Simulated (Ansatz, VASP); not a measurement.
**Two plane-wave programs on H**

The input POSCAR:

```
H
1.0
    1.6485318600     -2.7316882300      0.0000000000
    1.6485318600      2.7316882300      0.0000000000
    0.0000000000      0.0000000000      6.3137686200
H
4
Direct
    0.5678085000      0.4321915000      0.9995149500
    0.4321915000      0.5678085000      0.0004850500
    0.4321915000      0.5678085000      0.4995149500
    0.5678085000      0.4321915000      0.5004850500
```

Contents of INCAR.step1:

```
SYSTEM = H
PREC = Accurate
ENCUT = 520
ISMEAR = 0
SIGMA = 0.02
LREAL = .FALSE.
LASPH = .TRUE.
NELM = 80
NBANDS = 10
GGA = PE
ALGO = Normal
EDIFF = 1E-4
LWAVE = .TRUE.
LCHARG = .FALSE.
```

INCAR.step2

```
SYSTEM = H
PREC = Accurate
ENCUT = 520
EDIFF = 1E-6
ISMEAR = 0
SIGMA = 0.02
LREAL = .FALSE.
LASPH = .TRUE.
NELM = 80
ALGO = Normal
ISIF = 2
LWAVE = .FALSE.
LCHARG = .TRUE.
METAGGA = R2SCAN
LMIXTAU = .TRUE.
LELF = .TRUE.
LVHAR = .TRUE.
NBANDS = 10
ISTART = 1
```

File KPOINTS:

```
Automatic mesh
0
G
  10 10 6
  0 0 0
```

Input for Ansatz:

```yaml
crystal:
  lattice:
    - [1.64853186, -2.73168823, 0.0]
    - [1.64853186, 2.73168823, 0.0]
    - [0.0, 0.0, 6.31376862]
  atoms:
    - { symbol: H, position: [0.5678085, 0.4321915, 0.99951495] }
    - { symbol: H, position: [0.4321915, 0.5678085, 0.00048505] }
    - { symbol: H, position: [0.4321915, 0.5678085, 0.49951495] }
    - { symbol: H, position: [0.5678085, 0.4321915, 0.50048505] }
basis:
  ecutwfc: 500
kpoints:
  mp_grid: { grid: [10, 10, 6] }
hamiltonian:
  xc: r2scan
scf:
  occupations: { method: gaussian, width: 0.02 }
output:
  forces: true
  stress: true
  eigenvalues: true
```

Alike in both runs: task single point; functional r2SCAN; k mesh 10 × 10 × 6; occupations gaussian, width 0.02 eV; no spin polarisation.

|  | VASP | Ansatz |
| --- | --- | --- |
| version | VASP 6.6.1 | Ansatz 0.2.0 |
| potentials or method | VASP PAW PBE potentials, release 64 (H), cutoff 520 eV | scalar-relativistic, plane waves, PAW |
| valence electrons in the cell | 4 | 4 |

Ansatz gave:

- gap on the k mesh at the Fermi level (eV): 9.07
- least direct gap on the mesh (eV): 9.08
- pressure (GPa): 0.2
- rms of the force components (eV/Å): 0.003

Question: What did VASP give for the same quantities?

Answer: gap on the k mesh at the Fermi level (eV): 9.08; least direct gap on the mesh (eV): 9.09; pressure (GPa): 0.1; rms of the force components (eV/Å): 0.006.

VASP's potentials were made for PBE, not for r2SCAN. Atom by atom the forces differ by 0.003 eV/Å (rms over components).
